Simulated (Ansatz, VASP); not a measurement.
# SrO: VASP beside Ansatz

```xyz
2
Lattice="0.0000 2.5279 2.5279 2.5279 0.0000 2.5279 2.5279 2.5279 0.0000" Properties=species:S:1:pos:R:3 pbc="T T T"
Sr    2.5279    2.5279    2.5279
O     0.0000    0.0000    0.0000
```

Alike in both runs: functional r2SCAN; k mesh 10 × 10 × 10; occupations fermi-dirac, width 0.02 eV; no spin polarisation.

Ansatz relaxed the structure, and its values are those at the end. VASP's run is a single point on that final structure, the one shown.

```csv
,VASP,Ansatz
version,VASP 6.6.1,Ansatz 0.2.0
potentials or method,"VASP PAW PBE potentials, release 64 (Sr_sv, O), cutoff 520 eV",PAW plane waves
valence electrons in the cell,16,16
```

```csv
,VASP,Ansatz,Ansatz less VASP
gap on the k mesh at the Fermi level (eV),3.71,3.77,+0.058
pressure (GPa),7.3,6.6,-0.67
```

VASP's potentials were made for PBE, not for r2SCAN. Ansatz's warnings: stress scf threshold loose.
